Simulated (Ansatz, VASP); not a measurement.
**Two plane-wave programs on MoS2**

File INCAR:

```
PREC = Accurate ; ENCUT = 600
EDIFF = 1E-7 ; ISMEAR = 0
SIGMA = 0.02 ; LREAL = False
LASPH = True ; NELM = 80
ALGO = Normal ; ISIF = 3
LWAVE = False ; LCHARG = False
GGA = PS ; IBRION = 2
NSW = 100 ; EDIFFG = -0.005
```

KPOINTS

```
regular mesh
0
Gamma
  12 12 2
```

Contents of POSCAR:

```
MoS2
1.0
    3.1413882571      0.0000000000      0.0000000000
   -1.5706941286      2.7205220338      0.0000000000
    0.0000000000      0.0000000000     12.5850886796
Mo S
2 4
Direct
    0.6666666667      0.3333333333      0.2500000000
    0.3333333333      0.6666666667      0.7500000000
    0.6666666667      0.3333333333      0.6261196804
    0.3333333333      0.6666666667      0.3738803196
    0.6666666667      0.3333333333      0.8738803196
    0.3333333333      0.6666666667      0.1261196804
```

Input for Ansatz:

```yaml
crystal:
  lattice:
    - [3.1413882571, 0.0, 0.0]
    - [-1.5706941286, 2.7205220338, 0.0]
    - [0.0, 0.0, 12.5850886796]
  atoms:
    - { symbol: Mo, position: [0.6666666667, 0.3333333333, 0.25] }
    - { symbol: Mo, position: [0.3333333333, 0.6666666667, 0.75] }
    - { symbol: S, position: [0.6666666667, 0.3333333333, 0.6261196804] }
    - { symbol: S, position: [0.3333333333, 0.6666666667, 0.3738803196] }
    - { symbol: S, position: [0.6666666667, 0.3333333333, 0.8738803196] }
    - { symbol: S, position: [0.3333333333, 0.6666666667, 0.1261196804] }
basis:
  ecutwfc: 420
kpoints:
  mp_grid: { grid: [12, 12, 2] }
hamiltonian:
  xc: pbesol
scf:
  occupations: { method: gaussian, width: 0.02 }
output:
  forces: true
  stress: true
  eigenvalues: true
relax:
  adjacent_minimum: "off"
  f_tol: 0.005
  max_steps: 80
  cell: { stress_tol: 0.05 }
```

Alike in both runs: task relaxation of cell and atoms; functional PBEsol; k mesh 12 × 12 × 2; occupations gaussian, width 0.02 eV; no spin polarisation.

```csv
,VASP,Ansatz
version,VASP 6.6.1,Ansatz 0.2.0
potentials or method,"VASP PAW PBE potentials, release 64 (Mo_sv, S), cutoff 600 eV","scalar-relativistic, plane waves, PAW"
valence electrons in the cell,52,52
```

|  | VASP | Ansatz | Ansatz less VASP |
| --- | --- | --- | --- |
| gap on the k mesh at the Fermi level, each at its own relaxed structure (eV) | 1.00 | 0.98 | -0.015 |
| relaxed volume (Å³/atom) | 17.93 | 17.93 | 0.000 |
| relaxed length of the cell vector where the two differ most in proportion (Å) | 3.141 | 3.141 | 0.0000 |

VASP's potentials were made for PBE, not for PBEsol.

Noted on VASP's run: the relaxation stopped at its first step, so nothing moved.
